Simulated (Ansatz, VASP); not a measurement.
## One calculation of Bi2Te3, two programs

The input INCAR:

```
SYSTEM = Bi2Te3
PREC = Accurate ; ENCUT = 520
EDIFF = 1E-6 ; ISMEAR = -1
SIGMA = 0.08 ; LREAL = .FALSE.
LASPH = .TRUE. ; NELM = 60
ALGO = Normal ; ISIF = 2
LWAVE = .FALSE. ; LCHARG = .FALSE.
GGA = PE ; NBANDS = 32
KPAR = 4
```

The input KPOINTS:

```
regular mesh
0
G
  8 8 8
  0 0 0
```

Contents of POSCAR:

```
Bi2Te3
1.0
    2.2646099979      1.3358546497      9.9640879002
   -2.1523925099      1.3137696371      9.9420028877
    0.0369825621     -2.5004242369      9.9339192121
Bi Te
2 3
Direct
    0.8120000000      0.8120000000      0.8120000000
    0.4020000000      0.4020000000      0.4020000000
    0.6110000000      0.6110000000      0.6110000000
    0.2000000000      0.2000000000      0.2000000000
    0.0000000000      0.0000000000      0.0000000000
```

Input for Ansatz:

```yaml
crystal:
  lattice:
    - [2.2646099979, 1.3358546497, 9.9640879002]
    - [-2.1523925099, 1.3137696371, 9.9420028877]
    - [0.0369825621, -2.5004242369, 9.9339192121]
  atoms:
    - { symbol: Bi, position: [0.812, 0.812, 0.812] }
    - { symbol: Bi, position: [0.402, 0.402, 0.402] }
    - { symbol: Te, position: [0.611, 0.611, 0.611] }
    - { symbol: Te, position: [0.2, 0.2, 0.2] }
    - { symbol: Te, position: [0.0, 0.0, 0.0] }
kpoints:
  mp_grid: { grid: [8, 8, 8] }
  band_path:
    path:
      - [0.0, 0.0, 0.0]
      - [-0.5, -0.5, -0.5]
      - [0.5, 0.0, 0.0]
      - [0.0, 0.0, 0.0]
      - [0.0, 0.0, 0.5]
      - [0.0, -0.5, 0.0]
      - [0.0, 0.0, 0.0]
      - [0.5, 0.0, 0.5]
      - [-0.5, -0.5, 0.0]
    npoints: 5
scf:
  occupations: { method: fermi_dirac, width: 0.08 }
hamiltonian:
  xc: pbe
  pseudopotentials: { kind: all_electron, lapw: { basis_error: 0.001 } }
output:
  forces: true
  stress: true
  eigenvalues: true
```

Change from the starting cell: equal xy, yz and zx shear strains of +1 %.

Alike in both runs: task single point; functional PBE; k mesh 8 × 8 × 8; occupations fermi-dirac, width 0.08 eV; no spin polarisation.

|  | VASP | Ansatz |
| --- | --- | --- |
| version | VASP 6.6.1 | Ansatz 0.2.0 |
| potentials or method | VASP PAW PBE potentials, release 64 (Bi_d, Te), cutoff 520 eV | all-electron LAPW, scalar-relativistic |

|  | VASP | Ansatz | Ansatz less VASP |
| --- | --- | --- | --- |
| pressure (GPa) | 1.6 | 1.7 | +0.05 |
| traceless stress, the component that is largest in VASP (GPa) | -0.61 | -0.60 | +0.008 |
| rms of the force components (eV/Å) | 0.487 | 0.485 | -0.0028 |

Atom by atom the forces differ by 0.003 eV/Å (rms over components). Ansatz ran all-electron here, and VASP with PAW potentials.

Neither program's run includes spin-orbit coupling.
